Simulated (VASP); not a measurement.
# LiCo3Pt: single point with PBE

LiCo3Pt:

```xyz
5
Lattice="4.5646 0.0000 0.0000 0.0000 4.5646 0.0000 0.0000 0.0000 4.5646" Properties=species:S:1:pos:R:3 pbc="T T T"
Li    0.0000    0.0000    0.0000
Co    0.0000    2.2823    2.2823
Co    2.2823    0.0000    2.2823
Co    2.2823    2.2823    0.0000
Pt    2.2823    2.2823    2.2823
```

| Quantity | Value |
| --- | --- |
| Program | VASP 6.6.1 |
| Task | single point |
| Functional | PBE |
| Potentials or basis | VASP PAW PBE potentials, release 64 (Li_sv, Co, Pt) |
| Cutoff | 520 eV |
| k mesh | 8 × 8 × 8 |
| Occupations | gaussian, width 0.1 eV |
| Spin | no spin polarisation |

```yaml
Band_gap_on_the_k_mesh: zero (band 20 reaches 4.63 eV, above the bottom of band 21 at 4.09 eV)
```

Levels at points of the mesh, in eV from the Fermi level:
```csv
k point,band 17,band 18,band 19,band 20,band 21,band 22,band 23,band 24
"(0.00, 0.00, 0.00)",0.14,0.40,0.40,0.40,0.66,0.66,0.97,0.97
"(0.50, 0.00, 0.00)",-0.35,-0.28,-0.24,0.04,0.04,0.39,0.57,2.97
"(0.50, 0.50, 0.00)",-0.53,-0.26,-0.25,-0.09,0.04,0.04,0.19,0.19
"(0.50, 0.50, 0.50)",-1.08,-0.11,-0.11,-0.10,-0.10,-0.10,1.23,1.23
```

It took 62 s on 1 thread of Intel Xeon 6975P-C, on a shared host, peak memory 0.26 GiB.

Caveat: spin-orbit coupling is left out, which moves the levels of the heavy elements. Spin polarisation is off, so any magnetic state and its effect on volume and gap are missing.
